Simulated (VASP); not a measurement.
# BaTiO3: single point with PBE

Crystal: BaTiO3.

```
Ba Ti O
1.0
     4.03253    0.00000    0.00000
     0.00000    4.03253    0.00000
     0.00000    0.00000    4.03253
Ba Ti O
1 1 3
Direct
  0.50000 0.50000 0.50000
  0.00000 0.00000 0.00000
  0.50000 0.00000 0.00000
  0.00000 0.50000 0.00000
  0.00000 0.00000 0.50000
```

| Item | Value |
| --- | --- |
| Program | VASP 6.6.1 |
| Task | single point |
| Functional | PBE |
| Potentials or basis | VASP PAW PBE potentials, release 64 (Ba_sv, Ti_sv, O_h) |
| Cutoff | 1340 eV |
| k mesh | 8 × 8 × 8 |
| Occupations | fermi-dirac, width 0.02 eV |
| Spin | no spin polarisation |

The pressure is -0.1 GPa and the band gap on the k mesh is 1.70 eV (least direct gap 1.87 eV).

Levels at points of the mesh, in eV from the valence-band top:
```tsv
k point	band 18	band 19	band 20	band 21	band 22	band 23
(0.00, 0.00, 0.00)	-0.16	-0.16	-0.16	1.70	1.70	1.70
(0.50, 0.00, 0.00)	-1.80	-0.71	-0.71	1.85	3.38	3.38
(0.50, 0.50, 0.00)	-0.88	-0.88	-0.09	3.38	3.38	3.79
(0.50, 0.50, 0.50)	0.00	0.00	0.00	4.02	4.02	4.02
```

Run time: 2.7 min on 1 thread of Intel(R) Xeon(R) Platinum 8375C CPU @ 2.90GHz (Ice Lake), on a shared host, peak memory 0.5 GiB.

Caveat: spin-orbit coupling is left out, which moves the levels of the heavy elements. A k mesh can miss the band edges.
